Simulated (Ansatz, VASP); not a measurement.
**TiO2: VASP beside Ansatz**

File INCAR:

```
SYSTEM = TiO2
PREC     = Accurate       ! precision mode
ENCUT    = 520            ! plane-wave cutoff, eV
EDIFF    = 1E-7           ! SCF threshold, eV
ISMEAR   = -1             ! smearing method
SIGMA    = 0.05           ! smearing width, eV
LREAL    = .False.        ! projectors in reciprocal space
LASPH    = .True.         ! aspherical terms in the spheres
NELM     = 80             ! most SCF steps
ALGO     = Normal         ! electronic algorithm
ISIF     = 2              ! what is computed and relaxed
LWAVE    = .False.        ! write WAVECAR
LCHARG   = .False.        ! write CHGCAR
GGA      = RE             ! functional
NBANDS   = 60             ! bands
```

The input KPOINTS:

```
regular mesh
0
Gamma
  6 6 6
  0 0 0
```

The input POSCAR:

```
TiO2
1.0
    4.8126997814      0.0000000000      0.0000000000
    0.0000000000      4.8718844600      0.0000000000
   -0.8628854487      0.0000000000      4.9665942755
Ti O
4 8
Direct
    0.2774352600      0.0528083600      0.2131482700
    0.7225647400      0.5528083600      0.2868517300
    0.7225647400      0.9471916400      0.7868517300
    0.2774352600      0.4471916400      0.7131482700
    0.0638382200      0.1769655200      0.8515567400
    0.9361617800      0.6769655200      0.6484432600
    0.9361617800      0.8230344800      0.1484432600
    0.0638382200      0.3230344800      0.3515567400
    0.4453609900      0.7576317400      0.4667718600
    0.5546390100      0.2576317400      0.0332281400
    0.5546390100      0.2423682600      0.5332281400
    0.4453609900      0.7423682600      0.9667718600
```

input.yaml

```yaml
crystal:
  lattice:
    - [4.8126997814, 0.0, 0.0]
    - [0.0, 4.87188446, 0.0]
    - [-0.8628854487, 0.0, 4.9665942755]
  atoms:
    - { symbol: Ti, position: [0.27743526, 0.05280836, 0.21314827] }
    - { symbol: Ti, position: [0.72256474, 0.55280836, 0.28685173] }
    - { symbol: Ti, position: [0.72256474, 0.94719164, 0.78685173] }
    - { symbol: Ti, position: [0.27743526, 0.44719164, 0.71314827] }
    - { symbol: O, position: [0.06383822, 0.17696552, 0.85155674] }
    - { symbol: O, position: [0.93616178, 0.67696552, 0.64844326] }
    - { symbol: O, position: [0.93616178, 0.82303448, 0.14844326] }
    - { symbol: O, position: [0.06383822, 0.32303448, 0.35155674] }
    - { symbol: O, position: [0.44536099, 0.75763174, 0.46677186] }
    - { symbol: O, position: [0.55463901, 0.25763174, 0.03322814] }
    - { symbol: O, position: [0.55463901, 0.24236826, 0.53322814] }
    - { symbol: O, position: [0.44536099, 0.74236826, 0.96677186] }
hamiltonian:
  xc: revpbe
  pseudopotentials: { kind: paw }
kpoints:
  mp_grid: { grid: [6, 6, 6] }
  band_path:
    path:
      - [[0.0, 0.0, 0.0], [0.0, 0.0, 0.5], [-0.4309152065, 0.0, 0.5772602652], [-0.5, 0.0, 0.5], [-0.5, 0.5, 0.5], [-0.5690847935, 0.5, 0.4227397348], [-0.5, 0.5, 0.0], [-0.5, 0.0, 0.0], [-0.5690847935, 0.0, 0.4227397348]]
      - [[-0.4309152065, 0.5, 0.5772602652], [0.0, 0.5, 0.5], [0.0, 0.5, 0.0]]
      - [[0.0, 0.0, 0.5], [0.0, 0.5, 0.5]]
    npoints: 10
scf:
  occupations: { method: fermi_dirac, width: 0.05 }
  n_extra_bands: 30
output:
  forces: true
  stress: true
  eigenvalues: true
  fatbands: false
```

Alike in both runs: functional revPBE; k mesh 6 × 6 × 6; occupations fermi-dirac, width 0.05 eV; no spin polarisation.

```csv
,VASP,Ansatz
version,VASP 6.6.1,Ansatz 0.2.0
potentials or method,"VASP PAW PBE potentials, release 64 (Ti_sv, O)",Ansatz PAW
plane-wave cutoff (eV),520,420
valence electrons in the cell,96,96
task,single point,band structure
```

Ansatz gave:

| Item | Value |
| --- | --- |
| gap on the k mesh at the Fermi level (eV) | 2.33 |
| least direct gap on the mesh (eV) | 2.40 |
| pressure (GPa) | 8.1 |
| traceless stress, the component that is largest in VASP (GPa) | 0.15 |
| rms of the force components (eV/Å) | 0.056 |

Task: Which values does VASP return?

Result: gap on the k mesh at the Fermi level (eV): 2.31; least direct gap on the mesh (eV): 2.38; pressure (GPa): 8.9; traceless stress, the component that is largest in VASP (GPa): 0.19; rms of the force components (eV/Å): 0.057.

VASP's potentials were made for PBE, not for revPBE. Atom by atom the forces differ by 0.018 eV/Å (rms over components). With one functional, cell and mesh, what is left measures potentials, basis and numerics.
